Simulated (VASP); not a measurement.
# MgS (Fm-3m) in VASP: further runs

MgS is run at these levels: PBEsol; tasks: single point.

Everything below comes from runs of VASP 6.6.1. Logs are shortened: lines on timing, memory, paths and dates and some standing lists are left out, and cuts for length are marked.

## 1. The cell of the first run

Symmetry: Fm-3m, No. 225, cubic system. Conventional cell: a = 5.022 Å, b = 5.022 Å, c = 5.022 Å, α = 90.00°, β = 90.00°, γ = 90.00°. Mg (site symmetry m-3m) has 6 S at 2.51 Å within 3.3 Å. Within 3.3 Å of S (site symmetry m-3m) lie 6 Mg at 2.51 Å.

## 2. Single point, PBEsol (volume scaled by 0.91)

Input file INCAR:

```
  ALGO = Normal
  EDIFF = 1E-7
  ENCUT = 520
  GGA = PS
  ISIF = 2
  ISMEAR = 0
  LASPH = T
  LCHARG = F
  LREAL = F
  LWAVE = F
  NBANDS = 11
  NELM = 100
  PREC = Accurate
  SIGMA = 0.02
```

Input file KPOINTS:

```
k-points
0
Gamma
  8 8 8
```

Input file POSCAR:

```
MgS
1.0
    0.0000000000      2.5108048740      2.5108048740
    2.5108048740      0.0000000000      2.5108048740
    2.5108048740      2.5108048740      0.0000000000
Mg S
1 1
Direct
    0.0000000000      0.0000000000      0.0000000000
    0.5000000000      0.5000000000      0.5000000000
```

Potentials or basis: VASP PAW PBE potentials, release 64 (Mg, S).

Launch:

```console
> cat potpaw_PBE.64/Mg/POTCAR potpaw_PBE.64/S/POTCAR > POTCAR
> mpirun -np 1 vasp_std > vasp.out
```

OUTCAR:

```text
EDIFF = 1E-7
   ENCUT = 520
   GGA = PS
   ISIF = 2
   ISMEAR = 0
   LASPH = T
   LREAL = F
   NELM = 100
   PREC = Accurate

 ion  position               nearest neighbor table
   1  0.000  0.000  0.000-   2 2.51   2 2.51   2 2.51   2 2.51   2 2.51   2 2.51
   2  0.500  0.500  0.500-   1 2.51   1 2.51   1 2.51   1 2.51   1 2.51   1 2.51

  LATTYP: Found a face centered cubic cell.
 ALAT       =     5.0216097480

  Lattice vectors:

 A1 = (   0.0000000000,   2.5108048740,   2.5108048740)
 A2 = (   2.5108048740,   0.0000000000,   2.5108048740)
 A3 = (   2.5108048740,   2.5108048740,   0.0000000000)

Analysis of symmetry for initial positions (statically):
=====================================================================
 Subroutine PRICEL returns:
 Original cell was already a primitive cell.

 Routine SETGRP: Setting up the symmetry group for a
 face centered cubic supercell.

 Subroutine GETGRP returns: Found 48 space group operations
 (whereof 48 operations were pure point group operations)
 out of a pool of 48 trial point group operations.

The static configuration has the point symmetry O_h .

Analysis of symmetry for dynamics (positions and initial velocities):
=====================================================================
 Subroutine PRICEL returns:
 Original cell was already a primitive cell.

 Routine SETGRP: Setting up the symmetry group for a
 face centered cubic supercell.

 Subroutine GETGRP returns: Found 48 space group operations
 (whereof 48 operations were pure point group operations)
 out of a pool of 48 trial point group operations.

The dynamic configuration has the point symmetry O_h .

 Subroutine INISYM returns: Found 48 space group operations
 (whereof 48 operations are pure point group operations),
 and found     1 'primitive' translations

----------------------------------------------------------------------------------------

                                     Primitive cell

  volume of cell :      31.6569

  direct lattice vectors                    reciprocal lattice vectors
     0.000000000  2.510804874  2.510804874    -0.199139330  0.199139330  0.199139330
     2.510804874  0.000000000  2.510804874     0.199139330 -0.199139330  0.199139330
     2.510804874  2.510804874  0.000000000     0.199139330  0.199139330 -0.199139330

  length of vectors
     3.550814305  3.550814305  3.550814305     0.344919437  0.344919437  0.344919437

  position of ions in fractional coordinates (direct lattice)
     0.000000000  0.000000000  0.000000000
     0.500000000  0.500000000  0.500000000

  ion indices of the primitive-cell ions
   primitive index   ion index
                 1           1
                 2           2

----------------------------------------------------------------------------------------

 KPOINTS: k-points

Automatic generation of k-mesh.
 Grid dimensions read from file:
 generate k-points for:    8    8    8

 Generating k-lattice:

  Cartesian coordinates                     Fractional coordinates (reciprocal lattice)
    -0.024892416  0.024892416  0.024892416     0.125000000  0.000000000  0.000000000
     0.024892416 -0.024892416  0.024892416     0.000000000  0.125000000  0.000000000
     0.024892416  0.024892416 -0.024892416     0.000000000  0.000000000  0.125000000

  Length of vectors
     0.043114930  0.043114930  0.043114930

  Shift w.r.t. Gamma in fractional coordinates (k-lattice)
     0.000000000  0.000000000  0.000000000

 Subroutine IBZKPT returns following result:
 ===========================================

 Found     29 irreducible k-points:

 Following reciprocal coordinates:
            Coordinates               Weight
  0.000000  0.000000  0.000000      1.000000
  0.125000  0.000000  0.000000      8.000000
  0.250000  0.000000  0.000000      8.000000
  0.375000  0.000000  0.000000      8.000000
  0.500000  0.000000  0.000000      4.000000
  0.125000  0.125000  0.000000      6.000000
[... 16 lines left out ...]
  0.500000  0.250000  0.125000     48.000000
 -0.375000  0.250000  0.125000     24.000000
 [... further k-points ...]
   k-points           NKPTS =     29   k-points in BZ     NKDIM =     29   number of bands    NBANDS=     11
   number of dos      NEDOS =    301   number of ions     NIONS =      2
   total plane-waves  NPLWV =  21952
   dimension x,y,z NGX =    28 NGY =   28 NGZ =   28
   dimension x,y,z NGXF=    56 NGYF=   56 NGZF=   56
   ions per type =               1   1
   NGX,Y,Z   is equivalent  to a cutoff of  13.11, 13.11, 13.11 a.u.
   NGXF,Y,Z  is equivalent  to a cutoff of  26.22, 26.22, 26.22 a.u.
 SYSTEM =  unknown system
   PREC   = accura    normal or accurate (medium, high low for compatibility)
   ISTART =      0    job   : 0-new  1-cont  2-samecut
   ICHARG =      2    charge: 1-file 2-atom 10-const
   ISPIN  =      1    spin polarized calculation?
   LNONCOLLINEAR =      F non collinear calculations
   LSORBIT =      F    spin-orbit coupling
   LASPH  =      T    aspherical Exc in radial PAW
   ENCUT  =  520.0 eV  38.22 Ry    6.18 a.u.   6.60  6.60  6.60*2*pi/ulx,y,z
   NELM   =    100;   NELMIN=  2; NELMDL= -5     # of ELM steps
   EDIFF  = 0.1E-06   stopping-criterion for ELM
   LREAL  =      F    real-space projection
   EDIFFG = 0.1E-05   stopping-criterion for IOM
   NSW    =      0    number of steps for IOM
   IBRION =     -1    ionic relax: 0-MD 1-quasi-New 2-CG
   NFREE  =      0    steps in history (QN), initial steepest desc. (CG)
   ISIF   =      2    stress and relaxation
   ISYM   =      2    0-nonsym 1-usesym 2-fastsym
   POTIM  = 0.5000    time-step for ionic-motion
   TEBEG  =    0.0;   TEEND  =   0.0 temperature during run
   PSTRESS=    0.0 pullay stress
   NELECT =       8.0000    total number of electrons
   NUPDOWN=      -1.0000    fix difference up-down
   EMIN   =  10.00;   EMAX   =-10.00  energy-range for DOS
   EFERMI =   0.00;   METHOD = LEGACY
   ISMEAR =     0;   SIGMA  =   0.02  broadening in eV -4-tet -1-fermi 0-gaus
   EFERMI_NEDOS =   21; number of points for ismear=-14 and -15
   IALGO  =     38    algorithm
   IMIX   =      4    mixing-type and parameters
     AMIX     =   0.40;   BMIX     =  1.00
     AMIX_MAG =   1.60;   BMIX_MAG =  1.00
  volume/ion in A,a.u.               =      15.83       106.82
  Fermi-wavevector in a.u.,A,eV,Ry     =   1.035019  1.955903 14.575450  1.071265
  Thomas-Fermi vector in A             =   2.169343
   LORBIT       =      0    0 simple, 1 ext, 2 COOP (PROOUT), +10 PAW based schemes
   GGA     = PS    functional components
   LHFCALC =     F    Hartree Fock is set to
   AEXX    =    0.0000 exact exchange contribution
   IVDW    =     0    specifies the selected vdW correction
   LEPSILON=     F    determine dielectric tensor
   LRPA    =     F    only Hartree local field effects (RPA)
 non-spin polarized calculation
 Gauss-broadening in eV      SIGMA  =   0.02
  energy-cutoff  :      520.00
  volume of cell :       31.66
 maximum number of plane-waves:       877
 NGX is ok and might be reduce to    28
   NGX = 13   NGY = 13   NGZ = 13

 number of electron       8.0000001 magnetization

 Free energy of the ion-electron system (eV)
  ---------------------------------------------------
  ext. energy  EPLUGINS =         0.00000000
  ---------------------------------------------------
  free energy    TOTEN  =        -8.99728330 eV

  energy without entropy =       -8.99728330  energy(sigma->0) =       -8.99728330

 E-fermi :   4.8169     XC(G=0): -10.2856

 val. band max:        4.6869998957   @ k =   0.0000   0.0000   0.0000
 cond. band min:       7.6053184360   @ k =   0.5000   0.5000   0.0000
 fundamental gap:      2.9183185404
 Fermi energy:         4.8168598296

 k-point     1 :       0.0000    0.0000    0.0000
  band No.  band energies     occupation
      1      -8.6564      2.00000
      2       4.6870      2.00000
      3       4.6870      2.00000
      4       4.6870      2.00000
      5       9.1722      0.00000
      6      12.4483      0.00000
      7      12.4483      0.00000
      8      12.4483      0.00000
      9      15.0997      0.00000
     10      15.0997      0.00000
     11      17.2179      0.00000

 k-point     2 :       0.1250    0.0000    0.0000
  band No.  band energies     occupation
      1      -8.4767      2.00000
      2       3.5425      2.00000
      3       4.5581      2.00000
      4       4.5581      2.00000
      5       9.9042      0.00000
      6      12.2413      0.00000
      7      12.7530      0.00000
      8      12.7530      0.00000
      9      14.5218      0.00000
     10      14.5218      0.00000
     11      17.9943      0.00000

 k-point     3 :       0.2500    0.0000    0.0000
  band No.  band energies     occupation
      1      -7.9832      2.00000
      2       1.5573      2.00000
      3       4.2818      2.00000
      4       4.2818      2.00000
      5       9.8667      0.00000
      6      12.5189      0.00000
      7      12.5189      0.00000
      8      13.5648      0.00000
      9      15.0885      0.00000
     10      15.0885      0.00000
     11      17.1877      0.00000

 k-point     4 :       0.3750    0.0000    0.0000
  band No.  band energies     occupation
      1      -7.3595      2.00000
      2      -0.1183      2.00000
      3       4.0426      2.00000
      4       4.0426      2.00000
      5       9.4065      0.00000
      6      11.8708      0.00000
      7      11.8708      0.00000
      8      15.5765      0.00000
      9      16.6257      0.00000
     10      17.1967      0.00000
     11      17.1967      0.00000
[... 239 lines left out ...]
 k-point    22 :       0.3750    0.2500    0.1250
  band No.  band energies     occupation
      1      -7.5908      2.00000
      2       1.2676      2.00000
      3       2.9441      2.00000
      4       3.8611      2.00000
      5      10.8597      0.00000
      6      10.9566      0.00000
      7      12.0549      0.00000
      8      14.3225      0.00000
      9      14.9718      0.00000
     10      18.1027      0.00000
     11      20.3361      0.00000

 k-point    23 :       0.5000    0.2500    0.1250
  band No.  band energies     occupation
      1      -7.0554      2.00000
      2       0.2526      2.00000
      3       2.3260      2.00000
      4       3.4921      2.00000
      5      10.4821      0.00000
      6      11.1740      0.00000
      7      12.6491      0.00000
      8      14.1074      0.00000
      9      16.8124      0.00000
     10      19.5834      0.00000
     11      20.2983      0.00000

 k-point    24 :      -0.3750    0.2500    0.1250
  band No.  band energies     occupation
      1      -6.7894      2.00000
      2      -0.2380      2.00000
      3       2.1668      2.00000
      4       3.3078      2.00000
      5      10.4181      0.00000
      6      10.8874      0.00000
      7      13.3675      0.00000
      8      14.5296      0.00000
      9      17.3164      0.00000
     10      18.8713      0.00000
     11      20.7619      0.00000

 [... further k-points ...]

------------------------ aborting loop because EDIFF is reached ----------------------------------------

  FORCE on cell =-STRESS in cart. coord.  units (eV):
  Direction    XX          YY          ZZ          XY          YZ          ZX
  --------------------------------------------------------------------------------------
  -------------------------------------------------------------------------------------
  Total        1.7314130      1.7314130      1.7314130      0.0000000      0.0000000     -0.0000000
  in kB       87.6278920     87.6278920     87.6278920      0.0000000      0.0000000     -0.0000000
  external PRESSURE =      87.6278920 kB  Pullay stress =       0.0000000 kB

 VOLUME and BASIS-vectors are now :
 -----------------------------------------------------------------------------
  energy-cutoff  :      520.00
  volume of cell :       31.66
      direct lattice vectors                 reciprocal lattice vectors
     0.000000000  2.510804874  2.510804874    -0.199139330  0.199139330  0.199139330
     2.510804874  0.000000000  2.510804874     0.199139330 -0.199139330  0.199139330
     2.510804874  2.510804874  0.000000000     0.199139330  0.199139330 -0.199139330

 POSITION                                       TOTAL-FORCE (eV/Angst)
 -----------------------------------------------------------------------------------
      0.00000      0.00000      0.00000         0.000000      0.000000      0.000000
      2.51080      2.51080      2.51080        -0.000000     -0.000000     -0.000000
 -----------------------------------------------------------------------------------
    total drift:                                0.000000      0.000000      0.000000

  FREE ENERGIE OF THE ION-ELECTRON SYSTEM (eV)
  ---------------------------------------------------
  free  energy   TOTEN  =        -8.9972832970 eV

  energy  without entropy=       -8.9972832970  energy(sigma->0) =       -8.99728330
```

It took 8.2 s on 1 thread of Intel Xeon Platinum 8488C (Sapphire Rapids), shared host; peak memory 0.16 GiB.

Results:

```yaml
Free_energy: -8.9973 eV
Pressure: 8.8 GPa
Band_gap_on_the_k_mesh: 2.92 eV, indirect (least direct gap 4.49 eV)
```

Caveat: the PAW data sets were made with another functional, which shifts forces and pressure a little. A k mesh can miss the band edges.

## 3. Single point, PBEsol (volume scaled by 0.88)

Input file INCAR:

```
SYSTEM = MgS
PREC = Accurate ; ENCUT = 520
EDIFF = 1E-6 ; ISMEAR = 0
SIGMA = 0.02 ; LREAL = .False.
LASPH = .True. ; NELM = 80
ALGO = Normal ; ISIF = 2
LWAVE = .False. ; LCHARG = .True.
GGA = PS ; LELF = .True.
LVHAR = .True. ; NBANDS = 11
```

Input file KPOINTS:

```
regular mesh
0
Gamma
  8 8 8
  0 0 0
```

Input file POSCAR:

```
MgS
1.0
    0.0000000000      2.4829047327      2.4829047327
    2.4829047327      0.0000000000      2.4829047327
    2.4829047327      2.4829047327      0.0000000000
Mg S
1 1
Direct
    0.0000000000      0.0000000000      0.0000000000
    0.5000000000      0.5000000000      0.5000000000
```

Potentials or basis: VASP PAW PBE potentials, release 64 (Mg, S).

Launch:

```console
> cat potpaw_PBE.64/Mg/POTCAR potpaw_PBE.64/S/POTCAR > POTCAR
> mpirun -np 1 vasp_std > vasp.out
```

It took 7.5 s on 1 thread of Intel Xeon Platinum 8488C (Sapphire Rapids), shared host; peak memory 0.15 GiB.

It converged, with:

```yaml
Free_energy: -8.9271 eV
Pressure: 12.8 GPa
Band_gap_on_the_k_mesh: 2.98 eV, indirect (least direct gap 4.79 eV)
```

Levels at points of the mesh, in eV from the valence-band top:
| k point | band 1 | band 2 | band 3 | band 4 | band 5 | band 6 | band 7 | band 8 | band 9 |
| --- | --- | --- | --- | --- | --- | --- | --- | --- | --- |
| (0.00, 0.00, 0.00) | -13.57 | 0.00 | 0.00 | 0.00 | 4.79 | 7.72 | 7.72 | 7.72 | 10.44 |
| (0.50, 0.00, 0.00) | -11.85 | -5.70 | -0.78 | -0.78 | 4.59 | 6.96 | 6.96 | 11.52 | 12.91 |
| (0.50, 0.50, 0.00) | -11.35 | -5.06 | -2.05 | -2.05 | 2.98 | 3.75 | 13.21 | 13.31 | 14.76 |

Caveat: the PAW data sets were made with another functional, which shifts forces and pressure a little. A k mesh can miss the band edges.
